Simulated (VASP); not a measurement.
# GaP (I-4m2) in VASP: single point with PBE

Aim: the single point of GaP with PBE.

All numbers are computed with VASP 6.6.1; they aren't measurements. Logs are shortened: lines on timing, memory, paths and dates and some standing lists are left out, and cuts for length are marked.

### Step 1. The cell of the first run

It takes space group I-4m2 (No. 119, tetragonal). The conventional cell has a = 3.854 Å, b = 3.854 Å, c = 5.714 Å, α = 90.00°, β = 90.00°, γ = 90.00°. Within 3.2 Å of Ga (site symmetry -4m2) lie 4 P at 2.40 Å. Within 3.2 Å of P (site symmetry -4m2) lie 4 Ga at 2.40 Å.

### Step 2. Single point, PBE (uniaxial z strain +4.8%)

Contents of INCAR:

```
PREC = Accurate
ENCUT = 520
EDIFF = 1E-7
ISMEAR = -1
SIGMA = 0.02
LREAL = F
LASPH = T
NELM = 100
ALGO = Normal
ISIF = 2
LWAVE = F
LCHARG = T
GGA = PE
LELF = T
LVHAR = T
NBANDS = 16
```

Contents of KPOINTS:

```
regular mesh
0
Gamma
  8 8 8
```

Contents of POSCAR:

```
GaP
1.0
    0.0000000000      2.7253993001      2.8567635464
    2.7253993001      0.0000000000      2.8567635464
    2.7253993001      2.7253993001      0.0000000000
Ga P
1 1
Direct
    0.0000000000      0.0000000000      0.0000000000
    0.2500000000      0.2500000000      0.2500000000
```

Potentials or basis: VASP PAW PBE potentials, release 64 (Ga_d, P).

The run is started by

```
$ cat potpaw_PBE.64/Ga_d/POTCAR potpaw_PBE.64/P/POTCAR > POTCAR
$ mpirun -np 1 vasp_std > vasp.out
```

OUTCAR:

```text
PREC = Accurate
   ENCUT = 520
   EDIFF = 1E-7
   ISMEAR = -1
   LREAL = F
   LASPH = T
   NELM = 100
   ISIF = 2
   GGA = PE

 ion  position               nearest neighbor table
   1  0.000  0.000  0.000-   2 2.40   2 2.40   2 2.40   2 2.40
   2  0.250  0.250  0.250-   1 2.40   1 2.40   1 2.40   1 2.40

  LATTYP: Found a body centered tetragonal cell.
 ALAT       =     3.8542966531
 C/A-ratio  =     1.4823786561

  Lattice vectors:

 A1 = (  -2.7253993001,   0.0000000000,   2.8567635464)
 A2 = (   2.7253993001,   0.0000000000,   2.8567635464)
 A3 = (   0.0000000000,   2.7253993001,  -2.8567635464)

Analysis of symmetry for initial positions (statically):
=====================================================================
 Subroutine PRICEL returns:
 Original cell was already a primitive cell.

 Routine SETGRP: Setting up the symmetry group for a
 body centered tetragonal supercell.

 Subroutine GETGRP returns: Found  8 space group operations
 (whereof  8 operations were pure point group operations)
 out of a pool of 16 trial point group operations.

The static configuration has the point symmetry D_2d.

Analysis of symmetry for dynamics (positions and initial velocities):
=====================================================================
 Subroutine PRICEL returns:
 Original cell was already a primitive cell.

 Routine SETGRP: Setting up the symmetry group for a
 body centered tetragonal supercell.

 Subroutine GETGRP returns: Found  8 space group operations
 (whereof  8 operations were pure point group operations)
 out of a pool of 16 trial point group operations.

The dynamic configuration has the point symmetry D_2d.

 Subroutine INISYM returns: Found  8 space group operations
 (whereof  8 operations are pure point group operations),
 and found     1 'primitive' translations

----------------------------------------------------------------------------------------

                                     Primitive cell

  volume of cell :      42.4389

  direct lattice vectors                    reciprocal lattice vectors
     0.000000000  2.725399300  2.856763546    -0.183459356  0.183459356  0.175023236
     2.725399300  0.000000000  2.856763546     0.183459356 -0.183459356  0.175023236
     2.725399300  2.725399300  0.000000000     0.183459356  0.183459356 -0.175023236

  length of vectors
     3.948278018  3.948278018  3.854296653     0.312966138  0.312966138  0.312966138

  position of ions in fractional coordinates (direct lattice)
     0.000000000  0.000000000  0.000000000
     0.250000000  0.250000000  0.250000000

  ion indices of the primitive-cell ions
   primitive index   ion index
                 1           1
                 2           2

----------------------------------------------------------------------------------------

 KPOINTS: regular mesh

Automatic generation of k-mesh.
 Grid dimensions read from file:
 generate k-points for:    8    8    8

 Generating k-lattice:

  Cartesian coordinates                     Fractional coordinates (reciprocal lattice)
    -0.022932419  0.022932419  0.021877904     0.125000000  0.000000000  0.000000000
     0.022932419 -0.022932419  0.021877904     0.000000000  0.125000000  0.000000000
     0.022932419  0.022932419 -0.021877904     0.000000000  0.000000000  0.125000000

  Length of vectors
     0.039120767  0.039120767  0.039120767

  Shift w.r.t. Gamma in fractional coordinates (k-lattice)
     0.000000000  0.000000000  0.000000000

 Subroutine IBZKPT returns following result:
 ===========================================

 Found     59 irreducible k-points:

 Following reciprocal coordinates:
            Coordinates               Weight
  0.000000  0.000000  0.000000      1.000000
  0.125000  0.000000  0.000000      8.000000
  0.250000  0.000000  0.000000      8.000000
  0.375000  0.000000  0.000000      8.000000
  0.500000  0.000000  0.000000      4.000000
  0.125000  0.125000  0.000000      2.000000
[... 16 lines left out ...]
  0.250000  0.000000  0.125000     16.000000
  0.375000 -0.000000  0.125000     16.000000
 [... further k-points ...]
   k-points           NKPTS =     59   k-points in BZ     NKDIM =     59   number of bands    NBANDS=     16
   number of dos      NEDOS =    301   number of ions     NIONS =      2
   total plane-waves  NPLWV =  27000
   dimension x,y,z NGX =    30 NGY =   30 NGZ =   30
   dimension x,y,z NGXF=    60 NGYF=   60 NGZF=   60
   ions per type =               1   1
   NGX,Y,Z   is equivalent  to a cutoff of  12.63, 12.63, 12.94 a.u.
   NGXF,Y,Z  is equivalent  to a cutoff of  25.26, 25.26, 25.88 a.u.
 SYSTEM =  unknown system
   PREC   = accura    normal or accurate (medium, high low for compatibility)
   ISTART =      0    job   : 0-new  1-cont  2-samecut
   ICHARG =      2    charge: 1-file 2-atom 10-const
   ISPIN  =      1    spin polarized calculation?
   LNONCOLLINEAR =      F non collinear calculations
   LSORBIT =      F    spin-orbit coupling
   LASPH  =      T    aspherical Exc in radial PAW
   ENCUT  =  520.0 eV  38.22 Ry    6.18 a.u.   7.34  7.34  7.17*2*pi/ulx,y,z
   NELM   =    100;   NELMIN=  2; NELMDL= -5     # of ELM steps
   EDIFF  = 0.1E-06   stopping-criterion for ELM
   LREAL  =      F    real-space projection
   EDIFFG = 0.1E-05   stopping-criterion for IOM
   NSW    =      0    number of steps for IOM
   IBRION =     -1    ionic relax: 0-MD 1-quasi-New 2-CG
   NFREE  =      0    steps in history (QN), initial steepest desc. (CG)
   ISIF   =      2    stress and relaxation
   ISYM   =      2    0-nonsym 1-usesym 2-fastsym
   POTIM  = 0.5000    time-step for ionic-motion
   TEBEG  =    0.0;   TEEND  =   0.0 temperature during run
   PSTRESS=    0.0 pullay stress
   NELECT =      18.0000    total number of electrons
   NUPDOWN=      -1.0000    fix difference up-down
   EMIN   =  10.00;   EMAX   =-10.00  energy-range for DOS
   EFERMI =   0.00;   METHOD = LEGACY
   ISMEAR =    -1;   SIGMA  =   0.02  broadening in eV -4-tet -1-fermi 0-gaus
   EFERMI_NEDOS =   21; number of points for ismear=-14 and -15
   IALGO  =     38    algorithm
   IMIX   =      4    mixing-type and parameters
     AMIX     =   0.40;   BMIX     =  1.00
     AMIX_MAG =   1.60;   BMIX_MAG =  1.00
  volume/ion in A,a.u.               =      21.22       143.20
  Fermi-wavevector in a.u.,A,eV,Ry     =   1.230016  2.324393 20.584794  1.512940
  Thomas-Fermi vector in A             =   2.364881
   LORBIT       =      0    0 simple, 1 ext, 2 COOP (PROOUT), +10 PAW based schemes
   GGA     = PE    functional components
   LHFCALC =     F    Hartree Fock is set to
   AEXX    =    0.0000 exact exchange contribution
   IVDW    =     0    specifies the selected vdW correction
   LEPSILON=     F    determine dielectric tensor
   LRPA    =     F    only Hartree local field effects (RPA)
 non-spin polarized calculation
  energy-cutoff  :      520.00
  volume of cell :       42.44
 maximum number of plane-waves:      1162
 NGX is ok and might be reduce to    30
   NGX = 15   NGY = 15   NGZ = 15

 number of electron      18.0000005 magnetization

 Free energy of the ion-electron system (eV)
  ---------------------------------------------------
  ext. energy  EPLUGINS =         0.00000000
  ---------------------------------------------------
  free energy    TOTEN  =        -9.10785535 eV

  energy without entropy =       -9.10785535  energy(sigma->0) =       -9.10785535

 E-fermi :   4.6765     XC(G=0):  -9.6217

 val. band max:        4.2744176560   @ k =   0.0000   0.0000   0.0000
 cond. band min:       5.6028747706   @ k =   0.0000   0.0000   0.0000
 fundamental gap:      1.3284571146
 Fermi energy:         4.6764692123

 k-point     1 :       0.0000    0.0000    0.0000
  band No.  band energies     occupation
      1     -10.3087      2.00000
      2     -10.2940      2.00000
      3     -10.2940      2.00000
      4     -10.2179      2.00000
      5     -10.2097      2.00000
      6      -7.9592      2.00000
[... 8 lines left out ...]
     15      13.4823      0.00000
     16      14.3240      0.00000

 k-point     2 :       0.1250    0.0000    0.0000
  band No.  band energies     occupation
      1     -10.3126      2.00000
      2     -10.2969      2.00000
      3     -10.2902      2.00000
      4     -10.2183      2.00000
      5     -10.2092      2.00000
      6      -7.7692      2.00000
[... 8 lines left out ...]
     15      13.6309      0.00000
     16      13.6999      0.00000

 k-point     3 :       0.2500    0.0000    0.0000
  band No.  band energies     occupation
      1     -10.3345      2.00000
      2     -10.2906      2.00000
      3     -10.2820      2.00000
      4     -10.2182      2.00000
      5     -10.2069      2.00000
      6      -7.2313      2.00000
[... 8 lines left out ...]
     15      13.2537      0.00000
     16      14.0721      0.00000

 k-point     4 :       0.3750    0.0000    0.0000
  band No.  band energies     occupation
      1     -10.3567      2.00000
      2     -10.2842      2.00000
      3     -10.2757      2.00000
      4     -10.2161      2.00000
      5     -10.2024      2.00000
      6      -6.4883      2.00000
[... 8 lines left out ...]
     15      14.1838      0.00000
     16      14.4821      0.00000
[... 324 lines left out ...]
 k-point    22 :       0.1250    0.0000    0.1250
  band No.  band energies     occupation
      1     -10.3129      2.00000
      2     -10.2998      2.00000
      3     -10.2871      2.00000
      4     -10.2209      2.00000
      5     -10.2075      2.00000
      6      -7.6990      2.00000
[... 8 lines left out ...]
     15      13.8077      0.00000
     16      14.1611      0.00000

 k-point    23 :       0.2500    0.0000    0.1250
  band No.  band energies     occupation
      1     -10.3341      2.00000
      2     -10.2895      2.00000
      3     -10.2796      2.00000
      4     -10.2237      2.00000
      5     -10.2045      2.00000
      6      -7.2694      2.00000
[... 8 lines left out ...]
     15      13.9469      0.00000
     16      15.1698      0.00000

 k-point    24 :       0.3750   -0.0000    0.1250
  band No.  band energies     occupation
      1     -10.3553      2.00000
      2     -10.2810      2.00000
      3     -10.2735      2.00000
      4     -10.2231      2.00000
      5     -10.2011      2.00000
      6      -6.5739      2.00000
[... 8 lines left out ...]
     15      14.6891      0.00000
     16      15.2080      0.00000

 [... further k-points ...]

------------------------ aborting loop because EDIFF is reached ----------------------------------------

  FORCE on cell =-STRESS in cart. coord.  units (eV):
  Direction    XX          YY          ZZ          XY          YZ          ZX
  --------------------------------------------------------------------------------------
  -------------------------------------------------------------------------------------
  Total       -0.0114679     -0.0114679     -0.9900231      0.0000000      0.0000000      0.0000000
  in kB       -0.4329406     -0.4329406    -37.3758712      0.0000000      0.0000000      0.0000000
  external PRESSURE =     -12.7472508 kB  Pullay stress =       0.0000000 kB

 VOLUME and BASIS-vectors are now :
 -----------------------------------------------------------------------------
  energy-cutoff  :      520.00
  volume of cell :       42.44
      direct lattice vectors                 reciprocal lattice vectors
     0.000000000  2.725399300  2.856763546    -0.183459356  0.183459356  0.175023236
     2.725399300  0.000000000  2.856763546     0.183459356 -0.183459356  0.175023236
     2.725399300  2.725399300  0.000000000     0.183459356  0.183459356 -0.175023236

 POSITION                                       TOTAL-FORCE (eV/Angst)
 -----------------------------------------------------------------------------------
      0.00000      0.00000      0.00000        -0.000000     -0.000000     -0.000000
      1.36270      1.36270      1.42838         0.000000      0.000000      0.000000
 -----------------------------------------------------------------------------------
    total drift:                                0.000001      0.000001      0.000003

  FREE ENERGIE OF THE ION-ELECTRON SYSTEM (eV)
  ---------------------------------------------------
  free  energy   TOTEN  =        -9.1078553538 eV

  energy  without entropy=       -9.1078553537  energy(sigma->0) =       -9.10785535
```

Wall time 80 s (1 thread of Intel Xeon 8259CL, shared host); peak memory 0.19 GiB.

Results:

```yaml
Free_energy: -9.1079 eV
Pressure: -1.3 GPa
Band_gap_on_the_k_mesh: 1.33 eV, direct
```

Caveat: the cell differs from its parent crystal (uniaxial z strain +4.8%).
